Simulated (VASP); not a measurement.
# CdS (F-43m) in VASP: single point with HSE06

Aim: the single point of CdS with HSE06.

Program: VASP 6.6.1. These are calculated values, not measurements. Logs are shortened: lines on timing, memory, paths and dates and some standing lists are left out, and cuts for length are marked.

## Step 1: The cell of the first run

Symmetry: F-43m, No. 216, cubic system. Conventional cell: a = 5.824 Å, b = 5.824 Å, c = 5.824 Å, α = 90.00°, β = 90.00°, γ = 90.00°. Within 3.3 Å of Cd (site symmetry -43m) lie 4 S at 2.52 Å. S (site symmetry -43m) has 4 Cd at 2.52 Å within 3.3 Å.

## Step 2: Single point, HSE06

File POSCAR:

```
CdS
1.0
    0.0000000000      2.9121733540      2.9121733540
    2.9121733540      0.0000000000      2.9121733540
    2.9121733540      2.9121733540      0.0000000000
Cd S
1 1
Direct
    0.0000000000      0.0000000000      0.0000000000
    0.7500000000      0.7500000000      0.7500000000
```

File INCAR.step1:

```
SYSTEM = CdS
PREC     = Accurate       ! precision mode
ENCUT    = 520            ! plane-wave cutoff, eV
EDIFF    = 1E-5           ! SCF threshold, eV
ISMEAR   = 0              ! smearing method
SIGMA    = 0.01           ! smearing width, eV
LREAL    = .FALSE.        ! projectors in reciprocal space
LASPH    = .TRUE.         ! aspherical terms in the spheres
NELM     = 100            ! most SCF steps
ALGO     = Normal         ! electronic algorithm
ISIF     = 2              ! what is computed and relaxed
LWAVE    = .TRUE.         ! write WAVECAR
GGA      = PE             ! functional
NBANDS   = 16             ! bands
```

File INCAR.step2:

```
SYSTEM = CdS
PREC     = Accurate       ! precision mode
ENCUT    = 520            ! plane-wave cutoff, eV
EDIFF    = 1E-6           ! SCF threshold, eV
ISMEAR   = 0              ! smearing method
SIGMA    = 0.01           ! smearing width, eV
LREAL    = .FALSE.        ! projectors in reciprocal space
LASPH    = .TRUE.         ! aspherical terms in the spheres
NELM     = 100            ! most SCF steps
ALGO     = Normal         ! electronic algorithm
ISIF     = 2              ! what is computed and relaxed
LWAVE    = .FALSE.        ! write WAVECAR
LCHARG   = .TRUE.         ! write CHGCAR
GGA      = PE             ! functional
LHFCALC  = .TRUE.         ! exact exchange
HFSCREEN = 0.2079         ! screening, 1/A
PRECFOCK = Normal       
LELF     = .TRUE.         ! ELF
LVHAR    = .TRUE.       
ISTART   = 1            
NBANDS   = 16             ! bands
```

File KPOINTS:

```
Automatic mesh
0
G
  6 6 6
  0 0 0
```

Potentials or basis: VASP PAW PBE potentials, release 64 (Cd, S).

Run with:

```sh
cat potpaw_PBE.64/Cd/POTCAR potpaw_PBE.64/S/POTCAR > POTCAR
cp INCAR.step1 INCAR
mpirun -np 1 vasp_std > vasp.out
cp INCAR.step2 INCAR
mpirun -np 1 vasp_std > vasp.out
```

OUTCAR:

```text
SYSTEM = CdS
   PREC = Accurate
   ENCUT = 520
   EDIFF = 1E-6
   ISMEAR = 0
   LREAL = .FALSE.
   LASPH = .TRUE.
   NELM = 100
   ISIF = 2
   GGA = PE
   LHFCALC = .TRUE.
   HFSCREEN = 0.2079
   PRECFOCK = Normal
   ISTART = 1

 ion  position               nearest neighbor table
   1  0.000  0.000  0.000-   2 2.52   2 2.52   2 2.52   2 2.52
   2  0.750  0.750  0.750-   1 2.52   1 2.52   1 2.52   1 2.52

  LATTYP: Found a face centered cubic cell.
 ALAT       =     5.8243467080

  Lattice vectors:

 A1 = (   0.0000000000,   2.9121733540,   2.9121733540)
 A2 = (   2.9121733540,   0.0000000000,   2.9121733540)
 A3 = (   2.9121733540,   2.9121733540,   0.0000000000)

Analysis of symmetry for initial positions (statically):
=====================================================================
 Subroutine PRICEL returns:
 Original cell was already a primitive cell.

 Routine SETGRP: Setting up the symmetry group for a
 face centered cubic supercell.

 Subroutine GETGRP returns: Found 24 space group operations
 (whereof 24 operations were pure point group operations)
 out of a pool of 48 trial point group operations.

The static configuration has the point symmetry T_d .

Analysis of symmetry for dynamics (positions and initial velocities):
=====================================================================
 Subroutine PRICEL returns:
 Original cell was already a primitive cell.

 Routine SETGRP: Setting up the symmetry group for a
 face centered cubic supercell.

 Subroutine GETGRP returns: Found 24 space group operations
 (whereof 24 operations were pure point group operations)
 out of a pool of 48 trial point group operations.

The dynamic configuration has the point symmetry T_d .

 Subroutine INISYM returns: Found 24 space group operations
 (whereof 24 operations are pure point group operations),
 and found     1 'primitive' translations

----------------------------------------------------------------------------------------

                                     Primitive cell

  volume of cell :      49.3948

  direct lattice vectors                    reciprocal lattice vectors
     0.000000000  2.912173354  2.912173354    -0.171693076  0.171693076  0.171693076
     2.912173354  0.000000000  2.912173354     0.171693076 -0.171693076  0.171693076
     2.912173354  2.912173354  0.000000000     0.171693076  0.171693076 -0.171693076

  length of vectors
[... 81 lines left out ...]
   POTIM  = 0.5000    time-step for ionic-motion
   TEBEG  =    0.0;   TEEND  =   0.0 temperature during run
   PSTRESS=    0.0 pullay stress
   NELECT =      18.0000    total number of electrons
   NUPDOWN=      -1.0000    fix difference up-down
   EMIN   =  10.00;   EMAX   =-10.00  energy-range for DOS
   EFERMI =   0.00;   METHOD = LEGACY
   ISMEAR =     0;   SIGMA  =   0.01  broadening in eV -4-tet -1-fermi 0-gaus
   EFERMI_NEDOS =   21; number of points for ismear=-14 and -15
   IALGO  =     38    algorithm
   IMIX   =      1    mixing-type and parameters
     AMIX     =   0.40;   BMIX     =  1.00
     AMIX_MAG =   1.60;   BMIX_MAG =  1.00
  volume/ion in A,a.u.               =      24.70       166.67
  Fermi-wavevector in a.u.,A,eV,Ry     =   1.169334  2.209720 18.603806  1.367341
  Thomas-Fermi vector in A             =   2.305808
   LORBIT       =      0    0 simple, 1 ext, 2 COOP (PROOUT), +10 PAW based schemes
   GGA     = PE    functional components
   LHFCALC =     T    Hartree Fock is set to
   PRECFOCK=normal    Normal, Fast or Accurate (Low or Medium for compatibility)
   ENCUT4O =  -1.0   cutoff for four orbital integrals eV
   NKREDX  =     1    reduce k-point grid by
   NKREDY  =     1    reduce k-point grid by
   NKREDZ  =     1    reduce k-point grid by
   AEXX    =    0.2500 exact exchange contribution
   HFSCREEN=    0.2079 screening length (either q_TF or 0.3 A-1)
   HFSCREENC=   0.2079 screening length for correlation (either q_TF or 0.3 A-1)
   ENCUTFOCK=  -1.0 apply spherical cutoff to Coloumb kernel
   IVDW    =     0    specifies the selected vdW correction
   LEPSILON=     F    determine dielectric tensor
   LRPA    =     F    only Hartree local field effects (RPA)
 non-spin polarized calculation
 Gauss-broadening in eV      SIGMA  =   0.01
  energy-cutoff  :      520.00
  volume of cell :       49.39
 maximum number of plane-waves:      1363
 NGX is ok and might be reduce to    32
  NGX = 24; NGY = 24; NGZ = 24

 number of electron      18.0000004 magnetization

 Free energy of the ion-electron system (eV)
  ---------------------------------------------------
  ext. energy  EPLUGINS =         0.00000000
  ---------------------------------------------------
  free energy    TOTEN  =        -7.60787610 eV

  energy without entropy =       -7.60787610  energy(sigma->0) =       -7.60787610

 E-fermi :   0.7813     XC(G=0):  -7.6092

 val. band max:        0.7016508951   @ k =   0.0000   0.0000   0.0000
 cond. band min:       2.8816774881   @ k =   0.0000   0.0000   0.0000
 fundamental gap:      2.1800265931
 Fermi energy:         0.7813269689

 k-point     1 :       0.0000    0.0000    0.0000
  band No.  band energies     occupation
      1     -12.8894      2.00000
      2      -8.1655      2.00000
      3      -8.1655      2.00000
      4      -8.1655      2.00000
      5      -7.6750      2.00000
      6      -7.6750      2.00000
[... 281 lines left out ...]
      3      -7.8933      2.00000
      4      -7.7572      2.00000
      5      -7.6343      2.00000
      6      -7.0262      2.00000
[... 8 lines left out ...]
     15      15.4076      0.00000
     16      15.4371      0.00000

------------------------ aborting loop because EDIFF is reached ----------------------------------------

  FORCE on cell =-STRESS in cart. coord.  units (eV):
  Direction    XX          YY          ZZ          XY          YZ          ZX
  --------------------------------------------------------------------------------------
  -------------------------------------------------------------------------------------
  Total        0.7166261      0.7166261      0.7166261      0.0000000      0.0000000      0.0000000
  in kB       23.2445704     23.2445704     23.2445704      0.0000000      0.0000000      0.0000000
  external PRESSURE =      23.2445704 kB  Pullay stress =       0.0000000 kB

 VOLUME and BASIS-vectors are now :
 -----------------------------------------------------------------------------
  energy-cutoff  :      520.00
  volume of cell :       49.39
      direct lattice vectors                 reciprocal lattice vectors
     0.000000000  2.912173354  2.912173354    -0.171693076  0.171693076  0.171693076
     2.912173354  0.000000000  2.912173354     0.171693076 -0.171693076  0.171693076
     2.912173354  2.912173354  0.000000000     0.171693076  0.171693076 -0.171693076

 POSITION                                       TOTAL-FORCE (eV/Angst)
 -----------------------------------------------------------------------------------
      0.00000      0.00000      0.00000        -0.000000     -0.000000      0.000000
      4.36826      4.36826      4.36826         0.000000      0.000000     -0.000000
 -----------------------------------------------------------------------------------
    total drift:                               -0.000069     -0.000064     -0.000046

  FREE ENERGIE OF THE ION-ELECTRON SYSTEM (eV)
  ---------------------------------------------------
  free  energy   TOTEN  =        -7.6078761013 eV

  energy  without entropy=       -7.6078761013  energy(sigma->0) =       -7.60787610
```

OUTCAR.step1:

```text
SYSTEM = CdS
   PREC = Accurate
   ENCUT = 520
   EDIFF = 1E-5
   ISMEAR = 0
   LREAL = .FALSE.
   LASPH = .TRUE.
[... 515 lines left out ...]
      0.00000      0.00000      0.00000         0.000000      0.000000      0.000000
      4.36826      4.36826      4.36826        -0.000000     -0.000000     -0.000000
 -----------------------------------------------------------------------------------
    total drift:                                0.000000      0.000000      0.000000

  FREE ENERGIE OF THE ION-ELECTRON SYSTEM (eV)
  ---------------------------------------------------
  free  energy   TOTEN  =        -6.1144003358 eV

  energy  without entropy=       -6.1144003358  energy(sigma->0) =       -6.11440034
```

OSZICAR.step1:

```text
N       E                     dE             d eps       ncg     rms          rms(c)
DAV:   1     0.110421897969E+03    0.11042E+03   -0.89410E+03   520   0.102E+03
DAV:   2    -0.226946743505E+01   -0.11269E+03   -0.10661E+03   600   0.256E+02
DAV:   3    -0.663117638724E+01   -0.43617E+01   -0.43530E+01   640   0.522E+01
DAV:   4    -0.665892426544E+01   -0.27748E-01   -0.27742E-01   608   0.400E+00
DAV:   5    -0.665928828992E+01   -0.36402E-03   -0.36402E-03   656   0.439E-01    0.820E+00
DAV:   6    -0.613363564152E+01    0.52565E+00   -0.83031E-01   752   0.116E+01    0.656E+00
DAV:   7    -0.611397290169E+01    0.19663E-01   -0.20185E-01   600   0.307E+00    0.318E+00
DAV:   8    -0.611430305072E+01   -0.33015E-03   -0.18823E-02   600   0.175E+00    0.319E-01
DAV:   9    -0.611420680602E+01    0.96245E-04   -0.22380E-03   608   0.709E-01    0.602E-02
DAV:  10    -0.611432666228E+01   -0.11986E-03   -0.25141E-04   592   0.165E-01    0.662E-02
DAV:  11    -0.611440810411E+01   -0.81442E-04   -0.12204E-04   640   0.915E-02    0.199E-02
DAV:  12    -0.611440033578E+01    0.77683E-05   -0.26012E-05   552   0.681E-02
   1 F= -.61144003E+01 E0= -.61144003E+01  d E =-.106688E-75
```

Run time: 61 min. Hardware: 1 thread of AMD EPYC 7R43 (Zen 3), shared host; peak memory 0.27 GiB.

What came out:

```yaml
Free_energy: -7.6079 eV
Pressure: 2.3 GPa
Band_gap_on_the_k_mesh: 2.18 eV
```

Levels at points of the mesh, in eV from the valence-band top:
```
           k point  band 7  band 8  band 9  band 10  band 11  band 12
(0.00, 0.00, 0.00)    0.00    0.00    0.00     2.18     7.71     7.71
(0.50, 0.00, 0.00)   -4.72   -0.81   -0.81     4.12     8.15     8.15
(0.50, 0.50, 0.00)   -4.24   -2.03   -2.03     4.44     5.47    10.58
```

Caveat: the PAW data sets were made with another functional, which shifts forces and pressure a little.
